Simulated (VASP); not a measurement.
# SnO2 (C222_1) in VASP: single point with r2SCAN

Aim: the single point of SnO2 with r2SCAN.

Everything below comes from runs of VASP 6.6.1. Logs are shortened: lines on timing, memory, paths and dates and some standing lists are left out, and cuts for length are marked.

## (1) The cell of the first run

It takes space group C222_1 (No. 20, orthorhombic). The conventional cell has a = 3.204 Å, b = 5.518 Å, c = 9.428 Å, α = 90.00°, β = 90.00°, γ = 90.00°. Within 2.8 Å of Sn (site symmetry 2) lie 6 O at 2.09 Å. O (site symmetry 1) has 3 Sn at 2.09 Å and 3 O at 2.69 to 2.70 Å within 2.8 Å.

## (2) Single point, r2SCAN (atoms displaced along a vibrational mode, then relaxed in part)

File POSCAR:

```
SnO2
1.0
    3.2037150553      0.0000000000      0.0000000000
   -1.6018575277      2.7590787716      0.0000000000
    0.0000000000      0.0000000000      9.4284707519
Sn O
2 4
Direct
   -0.2508434114      0.0000000000      0.5000000000
    0.2508434114      0.0000000000      0.0000000000
    0.4153966225      0.3324512855      0.3953619775
    0.9170546630      0.3324512855      0.1046380225
    0.0829453370      0.6675487145      0.6046380225
    0.5846033775      0.6675487145      0.8953619775
```

File INCAR.step1:

```
PREC = Accurate
ENCUT = 520
ISMEAR = 0
SIGMA = 0.05
LREAL = F
LASPH = T
NELM = 100
NBANDS = 35
GGA = PE
ALGO = Normal
EDIFF = 1E-4
LWAVE = T
LCHARG = F
```

File INCAR.step2:

```
PREC = Accurate
ENCUT = 520
EDIFF = 1E-7
ISMEAR = 0
SIGMA = 0.05
LREAL = F
LASPH = T
NELM = 100
ALGO = Normal
ISIF = 2
LWAVE = F
LCHARG = T
METAGGA = R2SCAN
LMIXTAU = T
LELF = T
LVHAR = T
NBANDS = 35
ISTART = 1
```

File KPOINTS:

```
regular mesh
0
Gamma
  12 12 2
```

Potentials or basis: VASP PAW PBE potentials, release 64 (Sn_d, O).

Command:

```
cat potpaw_PBE.64/Sn_d/POTCAR potpaw_PBE.64/O/POTCAR > POTCAR
cp INCAR.step1 INCAR
mpirun -np 1 vasp_std > vasp.out
cp INCAR.step2 INCAR
mpirun -np 1 vasp_std > vasp.out
```

OUTCAR:

```text
PREC = Accurate
   ENCUT = 520
   EDIFF = 1E-7
   ISMEAR = 0
   LREAL = F
   LASPH = T
   NELM = 100
   ISIF = 2
   METAGGA = R2SCAN
   ISTART = 1

 ion  position               nearest neighbor table
   1  0.749  0.000  0.500-   5 2.09   3 2.09   5 2.09   3 2.09   3 2.09   5 2.09
   2  0.251  0.000  0.000-   4 2.09   6 2.09   4 2.09   6 2.09   6 2.09   4 2.09
   3  0.415  0.332  0.395-   1 2.09   1 2.09   1 2.09
   4  0.917  0.332  0.105-   2 2.09   2 2.09   2 2.09
   5  0.083  0.668  0.605-   1 2.09   1 2.09   1 2.09
   6  0.585  0.668  0.895-   2 2.09   2 2.09   2 2.09

  Warning from LATTYP: Monoclinic adjustment (A1->A3, A2->A1, A3->A2)!
  LATTYP: Found a base centered orthorhombic cell.
 ALAT       =     3.2037150553
 B/A-ratio  =     1.7224245752
 C/A-ratio  =     2.9429804428

  Lattice vectors:

 A1 = (   1.6018575277,  -2.7590787716,   0.0000000000)
 A2 = (   1.6018575276,   2.7590787716,   0.0000000000)
 A3 = (   0.0000000000,   0.0000000000,   9.4284707519)

Analysis of symmetry for initial positions (statically):
=====================================================================
 Subroutine PRICEL returns:
 Original cell was already a primitive cell.

 Routine SETGRP: Setting up the symmetry group for a
 base centered orthorhombic supercell.

 Subroutine GETGRP returns: Found  4 space group operations
 (whereof  2 operations were pure point group operations)
 out of a pool of  8 trial point group operations.

The static configuration has the point symmetry C_2 .
 The point group associated with its full space group is D_2 .

Analysis of symmetry for dynamics (positions and initial velocities):
=====================================================================
 Subroutine PRICEL returns:
 Original cell was already a primitive cell.

 Routine SETGRP: Setting up the symmetry group for a
 base centered orthorhombic supercell.

 Subroutine GETGRP returns: Found  4 space group operations
 (whereof  2 operations were pure point group operations)
 out of a pool of  8 trial point group operations.

The dynamic configuration has the point symmetry C_2 .
 The point group associated with its full space group is D_2 .

 Subroutine INISYM returns: Found  4 space group operations
 (whereof  2 operations are pure point group operations),
 and found     1 'primitive' translations

----------------------------------------------------------------------------------------

                                     Primitive cell

  volume of cell :      83.3411

[... 99 lines left out ...]
   NSW    =      0    number of steps for IOM
   IBRION =     -1    ionic relax: 0-MD 1-quasi-New 2-CG
   NFREE  =      0    steps in history (QN), initial steepest desc. (CG)
   ISIF   =      2    stress and relaxation
   ISYM   =      2    0-nonsym 1-usesym 2-fastsym
   POTIM  = 0.5000    time-step for ionic-motion
   TEBEG  =    0.0;   TEEND  =   0.0 temperature during run
   PSTRESS=    0.0 pullay stress
   NELECT =      52.0000    total number of electrons
   NUPDOWN=      -1.0000    fix difference up-down
   EMIN   =  10.00;   EMAX   =-10.00  energy-range for DOS
   EFERMI =   0.00;   METHOD = LEGACY
   ISMEAR =     0;   SIGMA  =   0.05  broadening in eV -4-tet -1-fermi 0-gaus
   EFERMI_NEDOS =   21; number of points for ismear=-14 and -15
   IALGO  =     38    algorithm
   IMIX   =      4    mixing-type and parameters
     AMIX     =   0.40;   BMIX     =  1.00
     AMIX_MAG =   1.60;   BMIX_MAG =  1.00
  volume/ion in A,a.u.               =      13.89        93.74
  Fermi-wavevector in a.u.,A,eV,Ry     =   1.398909  2.643555 26.625880  1.956947
  Thomas-Fermi vector in A             =   2.522021
   LORBIT       =      0    0 simple, 1 ext, 2 COOP (PROOUT), +10 PAW based schemes
   METAGGA = R2SCAN    functional components
   LHFCALC =     F    Hartree Fock is set to
   AEXX    =    0.0000 exact exchange contribution
   IVDW    =     0    specifies the selected vdW correction
   LEPSILON=     F    determine dielectric tensor
   LRPA    =     F    only Hartree local field effects (RPA)
 non-spin polarized calculation
 Gauss-broadening in eV      SIGMA  =   0.05
  energy-cutoff  :      520.00
  volume of cell :       83.34
 maximum number of plane-waves:      2268
   NGX = 11   NGY = 11   NGZ = 35

 number of electron      52.0000003 magnetization

 Free energy of the ion-electron system (eV)
  ---------------------------------------------------
  ext. energy  EPLUGINS =         0.00000000
  ---------------------------------------------------
  free energy    TOTEN  =       -83.25759808 eV

  energy without entropy =      -83.25759808  energy(sigma->0) =      -83.25759808

 E-fermi :   3.6535     XC(G=0): -10.9177

 val. band max:        3.4121079932   @ k =   0.0000   0.3333   0.0000
 cond. band min:       6.0369336060   @ k =   0.0000   0.0000   0.0000
 fundamental gap:      2.6248256127
 Fermi energy:         3.6535195737

 k-point     1 :       0.0000    0.0000    0.0000
  band No.  band energies     occupation
      1     -17.3103      2.00000
      2     -17.3022      2.00000
      3     -16.9436      2.00000
      4     -16.9431      2.00000
      5     -16.9372      2.00000
      6     -16.9371      2.00000
[... 901 lines left out ...]
     34      16.0366      0.00000
     35      16.6849      0.00000

 [... further k-points ...]

------------------------ aborting loop because EDIFF is reached ----------------------------------------

  FORCE on cell =-STRESS in cart. coord.  units (eV):
  Direction    XX          YY          ZZ          XY          YZ          ZX
  --------------------------------------------------------------------------------------
  -------------------------------------------------------------------------------------
  Total        0.7490310      0.7422197      0.2357542     -0.0000000      0.0000000      0.0000000
  in kB       14.3996233     14.2686804      4.5322186     -0.0000000      0.0000000      0.0000000
  external PRESSURE =      11.0668408 kB  Pullay stress =       0.0000000 kB

 VOLUME and BASIS-vectors are now :
 -----------------------------------------------------------------------------
  energy-cutoff  :      520.00
  volume of cell :       83.34
      direct lattice vectors                 reciprocal lattice vectors
     3.203715055  0.000000000  0.000000000     0.312137622  0.181219908  0.000000000
    -1.601857528  2.759078772  0.000000000     0.000000000  0.362439815  0.000000000
     0.000000000  0.000000000  9.428470752     0.000000000  0.000000000  0.106061739

 POSITION                                       TOTAL-FORCE (eV/Angst)
 -----------------------------------------------------------------------------------
      2.40008      0.00000      4.71424         0.001012      0.000000      0.000000
      0.80363      0.00000      0.00000        -0.001012      0.000000      0.000000
      0.79827      0.91726      3.72766         0.000741     -0.001947     -0.088405
      2.40544      0.91726      0.98658        -0.000741     -0.001947      0.088405
     -0.80358      1.84182      5.70081         0.000741      0.001947      0.088405
      0.80358      1.84182      8.44189        -0.000741      0.001947     -0.088405
 -----------------------------------------------------------------------------------
    total drift:                               -0.000000     -0.000000      0.000001

  FREE ENERGIE OF THE ION-ELECTRON SYSTEM (eV)
  ---------------------------------------------------
  free  energy   TOTEN  =       -83.2575980767 eV

  energy  without entropy=      -83.2575980767  energy(sigma->0) =      -83.25759808
```

OUTCAR.step1:

```text
PREC = Accurate
   ENCUT = 520
   ISMEAR = 0
   LREAL = F
[... 1153 lines left out ...]
      0.79827      0.91726      3.72766         0.000601     -0.002903     -0.538165
      2.40544      0.91726      0.98658        -0.000601     -0.002903      0.538165
     -0.80358      1.84182      5.70081         0.000601      0.002903      0.538165
      0.80358      1.84182      8.44189        -0.000601      0.002903     -0.538165
 -----------------------------------------------------------------------------------
    total drift:                               -0.000000     -0.000000      0.000000

  FREE ENERGIE OF THE ION-ELECTRON SYSTEM (eV)
  ---------------------------------------------------
  free  energy   TOTEN  =       -36.2599275425 eV

  energy  without entropy=      -36.2599275425  energy(sigma->0) =      -36.25992754
```

OSZICAR.step1:

```text
N       E                     dE             d eps       ncg     rms          rms(c)
DAV:   1     0.651865805514E+03    0.65187E+03   -0.25279E+04  6602   0.228E+03
DAV:   2     0.640433894086E+02   -0.58782E+03   -0.55327E+03  6562   0.609E+02
DAV:   3    -0.368262036356E+02   -0.10087E+03   -0.99118E+02  6630   0.211E+02
DAV:   4    -0.421694571208E+02   -0.53433E+01   -0.53052E+01  7525   0.535E+01
DAV:   5    -0.422998845752E+02   -0.13043E+00   -0.13027E+00  7080   0.882E+00    0.155E+01
DAV:   6    -0.361879156511E+02    0.61120E+01   -0.17550E+01  9468   0.643E+01    0.632E+00
DAV:   7    -0.362946279710E+02   -0.10671E+00   -0.21654E+00  6558   0.843E+00    0.320E+00
DAV:   8    -0.362641351812E+02    0.30493E-01   -0.16884E-01  9221   0.402E+00    0.955E-01
DAV:   9    -0.362585712908E+02    0.55639E-02   -0.34528E-02  9628   0.285E+00    0.132E-01
DAV:  10    -0.362598283372E+02   -0.12570E-02   -0.53835E-03  7710   0.719E-01    0.593E-02
DAV:  11    -0.362599275425E+02   -0.99205E-04   -0.39953E-04  7307   0.228E-01
   1 F= -.36259928E+02 E0= -.36259928E+02  d E =-.101118E-16
```

It took 10 min on 1 thread of Intel Xeon Platinum 8488C (Sapphire Rapids), shared host; peak memory 0.33 GiB.

What came out:

* Free energy: -83.2576 eV
* Pressure: 1.1 GPa
* Largest force: 0.088 eV/Å
* Band gap on the k mesh: 2.62 eV (least direct gap 2.87 eV)

Forces on the atoms (eV/Å):
```
Sn   0.001  0.000  0.000
Sn  -0.001  0.000  0.000
O    0.001 -0.002 -0.088
O   -0.001 -0.002  0.088
O    0.001  0.002  0.088
O   -0.001  0.002 -0.088
```

Stress tensor (GPa, compression positive):
```
1.44 0.00 0.00
0.00 1.43 0.00
0.00 0.00 0.45
```

Caveat: the cell differs from its parent crystal (atoms displaced along a vibrational mode, then relaxed in part); the PAW data sets were made with another functional, which shifts forces and pressure a little; spin-orbit coupling is left out, which moves the levels of the heavy elements. A k mesh can miss the band edges.
